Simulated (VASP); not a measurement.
Input of a VASP 6.6.1 run:

File INCAR:

```
PREC = Accurate ; ENCUT = 520
EDIFF = 1E-6 ; ISMEAR = 0
SIGMA = 0.15 ; LREAL = F
LASPH = T ; NELM = 60
ALGO = Normal ; ISIF = 2
LWAVE = F ; LCHARG = F
GGA = PE ; NBANDS = 26
```

Contents of KPOINTS:

```
regular mesh
0
Gamma
  15 15 8
```

The input POSCAR:

```
CdInS2
1.0
    3.7280611874      0.0000000000      0.0000000000
   -1.8640305937      3.2285956952      0.0000000000
    0.0000000000      0.0000000000      6.5597674476
Cd In S
1 1 2
Direct
    0.0000000000      0.0000000000      0.0000000000
    0.0000000000      0.0000000000      0.5000000000
    0.6666666667      0.3333333333      0.7578554487
    0.3333333333      0.6666666667      0.2421445513
```

Potentials or basis: VASP PAW PBE potentials, release 64 (Cd, In_d, S).

Launch:

```sh
$ cat potpaw_PBE.64/Cd/POTCAR potpaw_PBE.64/In_d/POTCAR potpaw_PBE.64/S/POTCAR > POTCAR
$ mpirun -np 1 vasp_std > vasp.out
```

(1) What does it give for the pressure?

(2) What does it give for the largest force?

(3) Predict the band gap on the k mesh.

## Answers

(1) 9.3 GPa.

(2) 0.149 eV/Å.

(3) zero (an odd number of electrons rules out a gap without spin polarisation).

Caveat: the cell stands under pressure; spin-orbit coupling is left out, which moves the levels of the heavy elements; an odd number of electrons without spin polarisation forces a metal; a magnetic or distorted state may lie lower.
